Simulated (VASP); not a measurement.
# K (Im-3m) in VASP: elastic constants with PBEsol

Aim: the elastic constants of K with PBEsol.

All numbers are computed with VASP 6.6.1; they aren't measurements. Logs are shortened: lines on timing, memory, paths and dates and some standing lists are left out, and cuts for length are marked.

**1. The cell of the first run**

Symmetry: Im-3m, No. 229, cubic system. Conventional cell: a = 5.225 Å, b = 5.225 Å, c = 5.225 Å, α = 90.00°, β = 90.00°, γ = 90.00°.

**2. Elastic constants, PBEsol**

Contents of INCAR:

```
ALGO = Normal
EDIFF = 1E-8
ENCUT = 600
GGA = PS
IBRION = 6
ISIF = 3
ISMEAR = -1
LASPH = T
LCHARG = F
LREAL = F
LWAVE = F
NBANDS = 10
NELM = 60
NFREE = 2
NSW = 1
POTIM = 0.015
PREC = Accurate
SIGMA = 0.15
```

Contents of KPOINTS:

```
k-points
0
Gamma
  12 12 12
```

Contents of POSCAR:

```
K
1.0
   -2.6125000000      2.6125000000      2.6125000000
    2.6125000000     -2.6125000000      2.6125000000
    2.6125000000      2.6125000000     -2.6125000000
K
1
Direct
    0.0000000000      0.0000000000      0.0000000000
```

Potentials or basis: VASP PAW PBE potentials, release 64 (K_sv).

On the command line:

```bash
cat potpaw_PBE.64/K_sv/POTCAR > POTCAR
mpirun -np 1 vasp_std > vasp.out
```

OUTCAR:

```text
EDIFF = 1E-8
   ENCUT = 600
   GGA = PS
   IBRION = 6
   ISIF = 3
   ISMEAR = -1
   LASPH = T
   LREAL = F
   NELM = 60
   NFREE = 2
   NSW = 1
   POTIM = 0.015
   PREC = Accurate

 ion  position               nearest neighbor table
   1  0.000  0.000  0.000-

  LATTYP: Found a body centered cubic cell.
 ALAT       =     5.2250000000

  Lattice vectors:

 A1 = (  -2.6125000000,   2.6125000000,   2.6125000000)
 A2 = (   2.6125000000,  -2.6125000000,   2.6125000000)
 A3 = (   2.6125000000,   2.6125000000,  -2.6125000000)

Analysis of symmetry for initial positions (statically):
=====================================================================
 Subroutine PRICEL returns:
 Original cell was already a primitive cell.

 Routine SETGRP: Setting up the symmetry group for a
 body centered cubic supercell.

 Subroutine GETGRP returns: Found 48 space group operations
 (whereof 48 operations were pure point group operations)
 out of a pool of 48 trial point group operations.

The static configuration has the point symmetry O_h .

Analysis of symmetry for dynamics (positions and initial velocities):
=====================================================================
 Subroutine PRICEL returns:
 Original cell was already a primitive cell.

 Routine SETGRP: Setting up the symmetry group for a
 body centered cubic supercell.

 Subroutine GETGRP returns: Found 48 space group operations
 (whereof 48 operations were pure point group operations)
 out of a pool of 48 trial point group operations.

The dynamic configuration has the point symmetry O_h .

 Subroutine INISYM returns: Found 48 space group operations
 (whereof 48 operations are pure point group operations),
 and found     1 'primitive' translations

----------------------------------------------------------------------------------------

                                     Primitive cell

  volume of cell :      71.3229

  direct lattice vectors                    reciprocal lattice vectors
    -2.612500000  2.612500000  2.612500000     0.000000000  0.191387560  0.191387560
     2.612500000 -2.612500000  2.612500000     0.191387560  0.000000000  0.191387560
     2.612500000  2.612500000 -2.612500000     0.191387560  0.191387560  0.000000000

  length of vectors
     4.524982735  4.524982735  4.524982735     0.270662883  0.270662883  0.270662883

  position of ions in fractional coordinates (direct lattice)
     0.000000000  0.000000000  0.000000000

  ion indices of the primitive-cell ions
   primitive index   ion index
                 1           1

----------------------------------------------------------------------------------------

 KPOINTS: k-points

Automatic generation of k-mesh.
 Grid dimensions read from file:
 generate k-points for:   12   12   12

 Generating k-lattice:

  Cartesian coordinates                     Fractional coordinates (reciprocal lattice)
     0.000000000  0.015948963  0.015948963     0.083333333  0.000000000  0.000000000
     0.015948963  0.000000000  0.015948963     0.000000000  0.083333333  0.000000000
     0.015948963  0.015948963  0.000000000     0.000000000  0.000000000  0.083333333

  Length of vectors
     0.022555240  0.022555240  0.022555240

  Shift w.r.t. Gamma in fractional coordinates (k-lattice)
     0.000000000  0.000000000  0.000000000

 Subroutine IBZKPT returns following result:
 ===========================================

 Found     72 irreducible k-points:

 Following reciprocal coordinates:
            Coordinates               Weight
  0.000000  0.000000  0.000000      1.000000
  0.083333  0.000000  0.000000     12.000000
  0.166667  0.000000  0.000000     12.000000
  0.250000  0.000000  0.000000     12.000000
  0.333333  0.000000  0.000000     12.000000
  0.416667  0.000000  0.000000     12.000000
[... 16 lines left out ...]
  0.333333  0.083333  0.083333     24.000000
  0.416667  0.083333  0.083333     12.000000
 [... further k-points ...]
[... 18 lines left out ...]
   EDIFF  = 0.1E-07   stopping-criterion for ELM
   LREAL  =      F    real-space projection
   EDIFFG = 0.1E-06   stopping-criterion for IOM
   NSW    =     49    number of steps for IOM
   IBRION =      6    ionic relax: 0-MD 1-quasi-New 2-CG
   NFREE  =      2    steps in history (QN), initial steepest desc. (CG)
   ISIF   =      3    stress and relaxation
   ISYM   =      2    0-nonsym 1-usesym 2-fastsym
   POTIM  = 0.0150    time-step for ionic-motion
   TEBEG  =    0.0;   TEEND  =   0.0 temperature during run
   PSTRESS=    0.0 pullay stress
   NELECT =       9.0000    total number of electrons
   NUPDOWN=      -1.0000    fix difference up-down
   EMIN   =  10.00;   EMAX   =-10.00  energy-range for DOS
   EFERMI =   0.00;   METHOD = LEGACY
   ISMEAR =    -1;   SIGMA  =   0.15  broadening in eV -4-tet -1-fermi 0-gaus
   EFERMI_NEDOS =   21; number of points for ismear=-14 and -15
   IALGO  =     38    algorithm
   IMIX   =      4    mixing-type and parameters
     AMIX     =   0.40;   BMIX     =  1.00
     AMIX_MAG =   1.60;   BMIX_MAG =  1.00
  volume/ion in A,a.u.               =      71.32       481.31
  Fermi-wavevector in a.u.,A,eV,Ry     =   0.821131  1.551714  9.173822  0.674257
  Thomas-Fermi vector in A             =   1.932236
   LORBIT       =      0    0 simple, 1 ext, 2 COOP (PROOUT), +10 PAW based schemes
   GGA     = PS    functional components
   LHFCALC =     F    Hartree Fock is set to
   AEXX    =    0.0000 exact exchange contribution
   IVDW    =     0    specifies the selected vdW correction
   LEPSILON=     F    determine dielectric tensor
   LRPA    =     F    only Hartree local field effects (RPA)
 finite differences with symmetry
 non-spin polarized calculation
  energy-cutoff  :      600.00
  volume of cell :       71.32
 maximum number of plane-waves:      2412
   NGX = 19   NGY = 19   NGZ = 19

--------------------------------------- Ionic step        1  -------------------------------------------

 number of electron       9.0000000 magnetization

 Free energy of the ion-electron system (eV)
  ---------------------------------------------------
  ext. energy  EPLUGINS =         0.00000000
  ---------------------------------------------------
  free energy    TOTEN  =        -1.16177941 eV

  energy without entropy =       -1.10463667  energy(sigma->0) =       -1.13320804

------------------------ aborting loop because EDIFF is reached ----------------------------------------

  FORCE on cell =-STRESS in cart. coord.  units (eV):
  Direction    XX          YY          ZZ          XY          YZ          ZX
  --------------------------------------------------------------------------------------
  -------------------------------------------------------------------------------------
  Total        0.0017564      0.0017564      0.0017564      0.0000000      0.0000000     -0.0000000
  in kB        0.0394550      0.0394550      0.0394550      0.0000000      0.0000000     -0.0000000
  external PRESSURE =       0.0394550 kB  Pullay stress =       0.0000000 kB
[... 86 lines left out ...]
  FREE ENERGIE OF THE ION-ELECTRON SYSTEM (eV)
  ---------------------------------------------------
  free  energy   TOTEN  =        -1.1615402843 eV

  energy  without entropy=       -1.1047508314  energy(sigma->0) =       -1.13314556

[... ionic steps 4 to 12 ...]

--------------------------------------- Ionic step       13  -------------------------------------------

 number of electron       9.0000000 magnetization

------------------------ aborting loop because EDIFF is reached ----------------------------------------
[... 65 lines left out ...]
--------------------------------------- Ionic step       15  -------------------------------------------

 number of electron       9.0000000 magnetization

 Free energy of the ion-electron system (eV)
  ---------------------------------------------------
  ext. energy  EPLUGINS =         0.00000000
  ---------------------------------------------------
  free energy    TOTEN  =        -1.16177914 eV

  energy without entropy =       -1.10463640  energy(sigma->0) =       -1.13320777

 E-fermi :  -0.1083     XC(G=0):  -5.7733

 val. band max:       -0.1352900682   @ k =   0.2500   0.2500   0.0000
 cond. band min:      -0.0689455472   @ k =   0.3333   0.1667   0.0000
 fundamental gap:      0.0663445210
 Fermi energy:        -0.1083145810

 k-point     1 :       0.0000    0.0000    0.0000
  band No.  band energies     occupation
      1     -32.0732      2.00000
      2     -15.5811      2.00000
      3     -15.5811      2.00000
      4     -15.5811      2.00000
      5      -2.3030      2.00000
      6       4.2256      0.00000
      7       4.2256      0.00000
      8       4.2256      0.00000
      9       5.1655      0.00000
     10       5.1655      0.00000
[... 287 lines left out ...]
 k-point    24 :       0.4167    0.0833    0.0833
  band No.  band energies     occupation
      1     -32.0682      2.00000
      2     -15.6523      2.00000
      3     -15.6097      2.00000
      4     -15.5860      2.00000
      5       0.5208      0.02971
      6       0.6850      0.01004
      7       2.6837      0.00000
      8       4.5965      0.00000
      9       5.7106      0.00000
     10       5.7256      0.00000

 [... further k-points ...]
[... 5 lines left out ...]
  --------------------------------------------------------------------------------------
  -------------------------------------------------------------------------------------
  Total        0.0017789      0.0017789      0.0017789      0.0000000      0.0000000     -0.0000000
  in kB        0.0399599      0.0399599      0.0399599      0.0000000      0.0000000     -0.0000000
  external PRESSURE =       0.0399599 kB  Pullay stress =       0.0000000 kB
[... 16 lines left out ...]
  FREE ENERGIE OF THE ION-ELECTRON SYSTEM (eV)
  ---------------------------------------------------
  free  energy   TOTEN  =        -1.1617791400 eV

  energy  without entropy=       -1.1046363987  energy(sigma->0) =       -1.13320777

 INTERNAL STRAIN TENSORS FROM STRAINED CELLS
 ============================================

 INTERNAL STRAIN TENSOR FOR ION    1 for displacements in x,y,z  (eV/Angst):
          X           Y           Z          XY          YZ          ZX
  --------------------------------------------------------------------------------
  x    -0.00000     0.00000     0.00000    -0.00000    -0.00000     0.00000
  y     0.00000     0.00000    -0.00000    -0.00000     0.00000    -0.00000
  z    -0.00000    -0.00000    -0.00000     0.00000     0.00000     0.00000

 INTERNAL STRAIN TENSORS FROM DISPLACED ATOMS
 ============================================

 INTERNAL STRAIN TENSOR FOR ION    1 for displacements in x,y,z  (eV/Angst):
          X           Y           Z          XY          YZ          ZX
  --------------------------------------------------------------------------------
  x     0.00000     0.00000     0.00000     0.00000     0.00000     0.00000
  y     0.00000     0.00000     0.00000     0.00000     0.00000     0.00000
  z     0.00000     0.00000     0.00000     0.00000     0.00000     0.00000

 Eigenvectors and eigenvalues of the dynamical matrix
 ----------------------------------------------------

   1 f/i=    0.000000 THz     0.000000 2PiTHz    0.000000 cm-1     0.000000 meV
             X         Y         Z           dx          dy          dz
      0.000000  0.000000  0.000000    -0.543781    0.839227    0.000000

   2 f/i=    0.000000 THz     0.000000 2PiTHz    0.000000 cm-1     0.000000 meV
             X         Y         Z           dx          dy          dz
      0.000000  0.000000  0.000000     0.000000    0.000000    1.000000

   3 f/i=    0.000000 THz     0.000000 2PiTHz    0.000000 cm-1     0.000000 meV
             X         Y         Z           dx          dy          dz
      0.000000  0.000000  0.000000    -0.839227   -0.543781    0.000000

--------------------------------------------------------------------------------------------------------

 ELASTIC MODULI CONTR FROM IONIC RELAXATION (kBar)
 Direction    XX          YY          ZZ          XY          YZ          ZX
 --------------------------------------------------------------------------------
 XX           0.0000      0.0000      0.0000      0.0000      0.0000      0.0000
 YY           0.0000      0.0000      0.0000      0.0000      0.0000      0.0000
 ZZ           0.0000      0.0000      0.0000      0.0000      0.0000      0.0000
 XY           0.0000      0.0000      0.0000      0.0000      0.0000      0.0000
 YZ           0.0000      0.0000      0.0000      0.0000      0.0000      0.0000
 ZX           0.0000      0.0000      0.0000      0.0000      0.0000      0.0000
 --------------------------------------------------------------------------------

 TOTAL ELASTIC MODULI (kBar)
 Direction    XX          YY          ZZ          XY          YZ          ZX
 --------------------------------------------------------------------------------
 XX          41.3623     34.1664     34.1664     -0.0000     -0.0000      0.0000
 YY          34.1664     41.3623     34.1664      0.0000     -0.0000     -0.0000
 ZZ          34.1664     34.1664     41.3623     -0.0000      0.0000     -0.0000
 XY          -0.0000      0.0000     -0.0000     28.3301      0.0000     -0.0000
 YZ          -0.0000     -0.0000      0.0000      0.0000     28.3301      0.0000
 ZX           0.0000     -0.0000     -0.0000     -0.0000      0.0000     28.3301
 --------------------------------------------------------------------------------
```

It took 61 min on 1 thread of Intel Xeon 8259CL, shared host; peak memory 0.73 GiB.

Results:

```
Elastic constants C11, C12, C44 : 4, 3, 3 GPa
Voigt bulk modulus              : 4 GPa
```

Elastic tensor in Voigt notation (GPa, in the Cartesian axes of the cell as first typed):
```
4 3 3 0 0 0
3 4 3 0 0 0
3 3 4 0 0 0
0 0 0 3 0 0
0 0 0 0 3 0
0 0 0 0 0 3
```

Clamped-ion elastic tensor (GPa):
```
4 3 3 0 0 0
3 4 3 0 0 0
3 3 4 0 0 0
0 0 0 3 0 0
0 0 0 0 3 0
0 0 0 0 0 3
```

Caveat: the PAW data sets were made with another functional, which shifts forces and pressure a little.
